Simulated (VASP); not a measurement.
A run of VASP 6.6.1:

File POSCAR:

```
SbPt
1.0
    4.1677444519      0.0000000000      0.0000000000
   -2.0838722260      3.6093725718      0.0000000000
    0.0000000000      0.0000000000      5.6007259190
Sb Pt
2 2
Direct
    0.3333333333      0.6666666667      0.2500000000
    0.6666666667      0.3333333333      0.7500000000
    0.0000000000      0.0000000000      0.0000000000
    0.0000000000      0.0000000000      0.5000000000
```

File INCAR.step1:

```
PREC = Accurate ; ENCUT = 600
ISMEAR = 0 ; SIGMA = 0.05
LREAL = False ; LASPH = True
NELM = 80 ; GGA = PE
ALGO = Normal ; EDIFF = 1E-4
LWAVE = True ; LCHARG = False
```

File INCAR.step2:

```
PREC = Accurate ; ENCUT = 600
EDIFF = 1E-7 ; ISMEAR = 0
SIGMA = 0.05 ; LREAL = False
LASPH = True ; NELM = 80
ALGO = Normal ; ISIF = 4
LWAVE = False ; LCHARG = False
METAGGA = R2SCAN ; LMIXTAU = True
LUSE_VDW = True ; IVDW_NL = 2
BPARAM = 11.95 ; CPARAM = 0.0093
IBRION = 2 ; NSW = 60
EDIFFG = -0.01 ; ISTART = 1
```

The input KPOINTS:

```
Automatic mesh
0
Gamma
  6 6 4
```

Potentials or basis: VASP PAW PBE potentials, release 64 (Sb, Pt).

Command:

```console
$ cat potpaw_PBE.64/Sb/POTCAR potpaw_PBE.64/Pt/POTCAR > POTCAR
$ cp INCAR.step1 INCAR
$ mpirun -np 1 vasp_std > vasp.out
$ cp INCAR.step2 INCAR
$ mpirun -np 1 vasp_std > vasp.out
```

Hardware: 1 thread of Intel Xeon 8259CL (shared host).

Question: How long does it take, and how much memory?

Answer: Run time: 7.2 min on 1 thread of Intel Xeon 8259CL (shared host), peak memory 0.5 GiB. Counts: k points 21, ion steps 1.
